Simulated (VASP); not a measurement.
Input of a VASP 6.6.1 run:

File INCAR:

```
SYSTEM = AlN
PREC = Accurate
ENCUT = 520
EDIFF = 1E-6
ISMEAR = 0
SIGMA = 0.05
LREAL = .False.
LASPH = .True.
NELM = 100
ALGO = Normal
ISIF = 2
LWAVE = .False.
LCHARG = .False.
GGA = CA
NBANDS = 16
```

The input KPOINTS:

```
Automatic mesh
0
Gamma
  9 9 6
  0 0 0
```

File POSCAR:

```
AlN
1.0
    3.1659609617      0.0000000000      0.0000000000
   -1.5829804808      2.7418026202      0.0000000000
    0.0000000000      0.0000000000      5.0673630437
Al N
2 2
Direct
    0.3269032571      0.6538065141      0.0015212672
    0.6730967429      0.3461934859      0.5015212672
    0.3390710977      0.6781421955      0.3834787328
    0.6609289023      0.3218578045      0.8834787328
```

Potentials or basis: VASP PAW LDA potentials, release 64 (Al, N).

Run with:

```console
$ cat potpaw_LDA.64/Al/POTCAR potpaw_LDA.64/N/POTCAR > POTCAR
$ mpirun -np 1 vasp_std > vasp.out
```

Q: Estimate the largest force.

A: 0.190 eV/Å.

Q: Predict the pressure.

A: -13.2 GPa.

Q: Predict the band gap on the k mesh.

A: 3.76 eV, direct.

Forces on the atoms (eV/Å):
```
Al   0.000  0.187  0.034
Al   0.000 -0.187  0.034
N    0.000 -0.108 -0.034
N    0.000  0.108 -0.034
```

A k mesh can miss the band edges.
